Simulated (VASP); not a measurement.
Set up this calculation in VASP 6.6.1, as the native input.

* Task: single point
* Functional: PBEsol
* Potentials or basis: VASP PAW PBE potentials, release 64 (W_sv)
* Cutoff: 500 eV
* k mesh: 8 × 5 × 5
* Occupations: fermi-dirac, width 0.1 eV
* Spin: no spin polarisation
* Dipole correction: no
* Further INCAR settings: ALGO = Normal; EDIFF = 1e-06; NBANDS = 36

The structure of W lies in POSCAR:

```
W
1.0
    2.8096620000      0.0000000000      0.0000000000
    0.0000000000      4.8638700000      0.0000000000
    0.0000000000      0.0000000000      4.9236950000
W
4
Direct
    0.7931720008      0.5631570005      0.2500000000
    0.2068279992      0.0631570005      0.2500000000
    0.2068279992      0.4368429995      0.7500000000
    0.7931720008      0.9368429995      0.7449225125
```

These files were run (other wordings do the same):

INCAR

```
SYSTEM = W
PREC = Accurate ; ENCUT = 500
EDIFF = 1E-6 ; ISMEAR = -1
SIGMA = 0.1 ; LREAL = .FALSE.
LASPH = .TRUE. ; NELM = 120
ALGO = Normal ; ISIF = 2
LWAVE = .FALSE. ; LCHARG = .FALSE.
GGA = PS ; NBANDS = 36
GGA_COMPAT = .FALSE.
```

KPOINTS

```
regular mesh
0
G
  8 5 5
  0 0 0
```

Potentials or basis: VASP PAW PBE potentials, release 64 (W_sv).

Launch:

```console
$ cat potpaw_PBE.64/W_sv/POTCAR > POTCAR
$ mpirun -np 1 vasp_std > vasp.out
```

It gave:

The pressure is -10.3 GPa. The largest force is 0.272 eV/Å and the band gap on the k mesh is zero (band 28 reaches 11.13 eV, above the bottom of band 29 at 9.83 eV).

Caveat: the PAW data sets were made with another functional, which shifts forces and pressure a little; spin-orbit coupling is left out, which moves the levels of the heavy elements.

It took 66 s on 1 thread of Intel(R) Xeon(R) 6975P-C (Granite Rapids), on a shared host, peak memory 0.28 GiB.
